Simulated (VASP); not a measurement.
# Li3H8 (P-3m1) in VASP: notebook, part 2 of 2

VASP 6.6.1.

**3. Single point, PBE**

This run uses another cell than the first one, of 9.16 Å³/atom.

INCAR reads:

```
PREC = Accurate
ENCUT = 520
EDIFF = 1E-7
ISMEAR = 0
SIGMA = 0.1
LREAL = F
LASPH = T
NELM = 100
ALGO = Fast
ISIF = 2
LWAVE = F
LCHARG = F
GGA = PE
NBANDS = 20
```

KPOINTS reads:

```
Automatic mesh
0
Gamma
  6 6 4
```

POSCAR reads:

```
Li3H8
1.0
    3.9977705280     -0.0000000027      0.0000000000
   -1.9988852616      3.4621708371      0.0000000000
    0.0000000000      0.0000000000      7.2817800192
Li H
3 8
Direct
    0.3333333333      0.6666666667      0.6514408582
    0.6666666667      0.3333333333      0.3485591418
    0.0000000000      0.0000000000      0.5000000000
    0.7526827747      0.0000000000      0.0000000000
    0.0000000000      0.7526827747      0.0000000000
    0.2473172253      0.2473172253      0.0000000000
    0.2473172253      0.0000000000      0.0000000000
    0.0000000000      0.2473172253      0.0000000000
    0.7526827747      0.7526827747      0.0000000000
    0.3333333333      0.6666666667      0.3905137240
    0.6666666667      0.3333333333      0.6094862760
```

Potentials or basis: VASP PAW PBE potentials, release 64 (Li_sv, H).

On the command line:

```bash
$ cat potpaw_PBE.64/Li_sv/POTCAR potpaw_PBE.64/H/POTCAR > POTCAR
$ mpirun -np 1 vasp_std > vasp.out
```

Wall time 2.1 min (1 thread of Oxide Virtual Turin-like, shared host); peak memory 0.18 GiB.

It converged, with:

| Item | Value |
| --- | --- |
| Free energy | -29.7587 eV |
| Largest force | 0.019 eV/Å |
| Band gap on the k mesh | zero (an odd number of electrons rules out a gap without spin polarisation) |

Forces on the atoms (eV/Å):
```
Li   0.000  0.000  0.019
Li   0.000  0.000 -0.019
Li   0.000  0.000  0.000
H    0.008  0.000  0.000
H   -0.004  0.007  0.000
H   -0.004 -0.007  0.000
H   -0.008  0.000  0.000
H    0.004 -0.007  0.000
H    0.004  0.007  0.000
H    0.000  0.000 -0.008
H    0.000  0.000  0.008
```

Levels at points of the mesh, in eV from the Fermi level:
```tsv
k point	band 6	band 7	band 8	band 9	band 10	band 11
(0.00, 0.00, 0.00)	-5.24	-5.24	-4.06	1.03	1.61	1.98
(0.50, 0.00, 0.00)	-6.01	-5.37	-4.36	0.15	0.21	0.80
(0.00, 0.00, 0.50)	-5.24	-5.24	-3.70	-0.17	2.02	2.02
(0.50, 0.00, 0.50)	-6.01	-5.44	-4.32	0.22	0.25	1.43
```

Caveat: the cutoff is under 1.25 times the usual one of these potentials, so pressure, stress and relaxed cells hold a basis-set (Pulay) error; an odd number of electrons without spin polarisation forces a metal; a magnetic or distorted state may lie lower.

**4. Relaxation of cell and atoms, PBE**

INCAR reads:

```
PREC = Accurate ; ENCUT = 600
EDIFF = 1E-6 ; ISMEAR = 0
SIGMA = 0.1 ; LREAL = F
LASPH = T ; NELM = 80
ALGO = Normal ; ISIF = 3
LWAVE = F ; LCHARG = F
GGA = PE ; IBRION = 2
NSW = 90 ; EDIFFG = -0.04
```

KPOINTS reads:

```
regular mesh
0
Gamma
  6 6 4
```

POSCAR reads:

```
Li3H8
1.0
    4.2177614500      0.0000000000      0.0000000000
   -2.1088807200      3.6526885600      0.0000000000
    0.0000000000      0.0000000000      5.7112439100
Li H
3 8
Direct
    0.3333333300      0.6666666700      0.8095536900
    0.6666666700      0.3333333300      0.1904463100
    0.0000000000      0.0000000000      0.5000000000
    0.7078085600      0.0000000000      0.0000000000
    0.0000000000      0.7078085600      0.0000000000
    0.2921914400      0.2921914400      0.0000000000
    0.2921914400      0.0000000000      0.0000000000
    0.0000000000      0.2921914400      0.0000000000
    0.7078085600      0.7078085600      0.0000000000
    0.3333333300      0.6666666700      0.4033600500
    0.6666666700      0.3333333300      0.5966399500
```

On the command line:

```bash
$ cat potpaw_PBE.64/Li_sv/POTCAR potpaw_PBE.64/H/POTCAR > POTCAR
$ mpirun -np 1 vasp_std > vasp.out
```

Run time: 9.4 min. Hardware: 1 thread of Oxide Virtual Turin-like, shared host; peak memory 0.2 GiB.

Results (log left out):

```yaml
Free_energy: -29.7227 eV
Relaxed_volume: 7.95 Å³/atom
Relaxed_cell: a = 3.919 Å, b = 3.919 Å, c = 6.575 Å, α = 90.00°, β = 90.00°, γ = 120.00°
Space_group_after_relaxing_to_0.1_Å: P-3m1 (No. 164)
Energy_gained_by_relaxing: 94.5 meV/atom
Ionic_steps: 18
Pressure_after_relaxing: 0.1 GPa
Largest_force_after_relaxing: 0.038 eV/Å
Band_gap_on_the_k_mesh: zero (an odd number of electrons rules out a gap without spin polarisation)
```

Forces in eV/Å, atoms in the order of the input:
```
Li   0.000  0.000 -0.038
Li   0.000  0.000  0.038
Li   0.000  0.000  0.000
H    0.019  0.000  0.000
H   -0.010  0.017  0.000
H   -0.010 -0.017  0.000
H   -0.019  0.000  0.000
H    0.010 -0.017  0.000
H    0.010  0.017  0.000
H    0.000  0.000 -0.036
H    0.000  0.000  0.036
```

Stress tensor (GPa, compression positive):
```
0.03 0.00 0.00
0.00 0.03 0.00
0.00 0.00 0.29
```

Step by step:
```
step  energy change (eV)  largest force (eV/Å)  pressure (GPa)  volume (Å³)
   1              0.0000                1.1344           -3.07        87.99
   2             -0.2652                0.9905           -2.49        86.04
   3             -0.6168                0.4818            0.83        80.30
   4             -0.6968                0.3518            0.11        80.32
   5             -0.7822                0.1354           -1.42        80.36
   6             -0.8242                0.2235           -0.82        78.59
   7             -0.8816                0.1896            2.35        73.38
   8             -0.8873                0.2552            0.97        75.15
   9             -0.8896                0.2341            1.43        74.53
  10             -0.9121                0.0924            2.53        74.23
  11             -0.9129                0.0767            2.85        74.15
  12             -0.9489                0.0546            2.24        76.20
  13             -1.0073                0.1253            0.92        82.54
  14             -1.0110                0.1442            0.61        84.78
  15             -1.0226                0.1253           -0.51        86.89
  16             -1.0229                0.1278           -0.35        86.59
  17             -1.0328                0.0717           -0.19        86.91
  18             -1.0400                0.0377            0.12        87.43
```

Final structure:
```yaml
crystal:
  lattice:
    - [3.91853, 0.00000, 0.00000]
    - [-1.95927, 3.39355, 0.00000]
    - [0.00000, 0.00000, 6.57473]
  atoms:
    - { symbol: Li, position: [0.33333, 0.66667, 0.68416] }
    - { symbol: Li, position: [0.66667, 0.33333, 0.31584] }
    - { symbol: Li, position: [0.00000, 0.00000, 0.50000] }
    - { symbol: H, position: [0.74560, 0.00000, 0.00000] }
    - { symbol: H, position: [0.00000, 0.74560, 0.00000] }
    - { symbol: H, position: [0.25440, 0.25440, 0.00000] }
    - { symbol: H, position: [0.25440, 0.00000, 0.00000] }
    - { symbol: H, position: [0.00000, 0.25440, 0.00000] }
    - { symbol: H, position: [0.74560, 0.74560, 0.00000] }
    - { symbol: H, position: [0.33333, 0.66667, 0.38422] }
    - { symbol: H, position: [0.66667, 0.33333, 0.61578] }
```

Levels at points of the mesh, in eV from the Fermi level:
```tsv
k point	band 4	band 5	band 6	band 7	band 8	band 9	band 10	band 11	band 12	band 13
(0.00, 0.00, 0.00)	-14.10	-6.71	-5.23	-5.23	-4.07	1.40	1.40	1.45	2.47	4.77
(0.50, 0.00, 0.00)	-12.86	-8.74	-6.18	-5.37	-4.32	-0.01	0.07	0.79	1.92	3.67
(0.00, 0.00, 0.50)	-14.10	-6.89	-5.23	-5.23	-3.39	0.11	1.46	1.46	3.21	4.01
(0.50, 0.00, 0.50)	-12.86	-8.72	-6.17	-5.52	-4.25	-0.07	0.43	1.58	1.66	3.43
```

Caveat: the cutoff is under 1.25 times the usual one of these potentials, so pressure, stress and relaxed cells hold a basis-set (Pulay) error; a cell axis changed by over 15 % at a fixed basis, so the end point is rough; an odd number of electrons without spin polarisation forces a metal; a magnetic or distorted state may lie lower.

**5. Single point, PBE**

This run uses another cell than the first one, of 8.91 Å³/atom.

INCAR reads:

```
ALGO = Fast ; EDIFF = 1E-6
ENCUT = 520 ; GGA = PE
ISIF = 2 ; ISMEAR = 0
LASPH = T ; LCHARG = T
LELF = T ; LREAL = F
LVHAR = T ; LWAVE = F
NBANDS = 20 ; NELM = 60
PREC = Accurate ; SIGMA = 0.1
```

KPOINTS reads:

```
k-points
0
Gamma
  12 12 6
```

POSCAR reads:

```
Li3H8
1.0
    3.4840682487      0.0000000000      0.0000000000
   -1.7420341243      3.0172916119      0.0000000000
    0.0000000000      0.0000000000      9.3230919313
Li H
3 8
Direct
    0.3333333333      0.6666666667      0.7325056315
    0.6666666667      0.3333333333      0.2674943685
    0.0000000000      0.0000000000      0.5000000000
    0.7206485607      0.0000000000      0.0000000000
    0.0000000000      0.7206485607      0.0000000000
    0.2793514393      0.2793514393      0.0000000000
    0.2793514393      0.0000000000      0.0000000000
    0.0000000000      0.2793514393      0.0000000000
    0.7206485607      0.7206485607      0.0000000000
    0.3333333333      0.6666666667      0.3732989839
    0.6666666667      0.3333333333      0.6267010161
```

On the command line:

```bash
$ cat potpaw_PBE.64/Li_sv/POTCAR potpaw_PBE.64/H/POTCAR > POTCAR
$ mpirun -np 1 vasp_std > vasp.out
```

It took 6.2 min on 1 thread of Oxide Virtual Turin-like, shared host; peak memory 0.27 GiB.

Results (log left out):

```yaml
Free_energy: -29.9980 eV
Largest_force: 0.004 eV/Å
Band_gap_on_the_k_mesh: zero (an odd number of electrons rules out a gap without spin polarisation)
```

Forces in eV/Å, atoms in the order of the input:
```
Li   0.000  0.000 -0.001
Li   0.000  0.000  0.001
Li   0.000  0.000  0.000
H    0.004  0.000  0.000
H   -0.002  0.003  0.000
H   -0.002 -0.003  0.000
H   -0.004  0.000  0.000
H    0.002 -0.003  0.000
H    0.002  0.003  0.000
H    0.000  0.000  0.000
H    0.000  0.000  0.000
```

Levels at points of the mesh, in eV from the Fermi level:
| k point | band 7 | band 8 | band 9 | band 10 | band 11 | band 12 |
| --- | --- | --- | --- | --- | --- | --- |
| (0.00, 0.00, 0.00) | -2.85 | -2.85 | -0.87 | 0.46 | 2.81 | 2.81 |
| (0.50, 0.00, 0.00) | -4.69 | -4.08 | -0.27 | 0.55 | 1.22 | 2.80 |
| (0.00, 0.00, 0.50) | -2.85 | -2.85 | -1.45 | 1.57 | 2.81 | 2.81 |
| (0.50, 0.00, 0.50) | -4.69 | -4.07 | -0.06 | 0.44 | 1.25 | 2.28 |

Caveat: the cutoff is under 1.25 times the usual one of these potentials, so pressure, stress and relaxed cells hold a basis-set (Pulay) error; an odd number of electrons without spin polarisation forces a metal; a magnetic or distorted state may lie lower.

**6. Overview**

| task | cell | k mesh | cutoff (eV) | gap on the mesh (eV) | largest force (eV/Å) |
| --- | --- | --- | --- | --- | --- |
| single point | a = 4.218, b = 4.218, c = 5.711 Å, angles 90.0, 90.0, 120.0°, 11 atoms, atomic positions A | 6 × 6 × 4 | 520 | none | 1.14 |
| single point | a = 3.998, b = 3.998, c = 7.282 Å, angles 90.0, 90.0, 120.0°, 11 atoms, atomic positions B | 6 × 6 × 4 | 520 | none | 0.02 |
| relaxation of cell and atoms | relaxed from a = 4.218, b = 4.218, c = 5.711 Å, angles 90.0, 90.0, 120.0°, 11 atoms, atomic positions A | 6 × 6 × 4 | 600 | none | 0.04 |
| single point | a = 3.484, b = 3.484, c = 9.323 Å, angles 90.0, 90.0, 120.0°, 11 atoms, atomic positions C | 12 × 12 × 6 | 520 | none | - |

Alike in all rows: level PBE; potentials or basis VASP PAW PBE potentials, release 64 (Li_sv, H); no spin polarisation; smearing gaussian 0.1 eV.

Caveats: the cutoff is under 1.25 times the usual one of these potentials, so pressure, stress and relaxed cells hold a basis-set (Pulay) error; an odd number of electrons without spin polarisation forces a metal; a magnetic or distorted state may lie lower; a cell axis changed by over 15 % at a fixed basis, so the end point is rough (at least some runs).

Absolute energies hang on the potentials; compare differences alone.
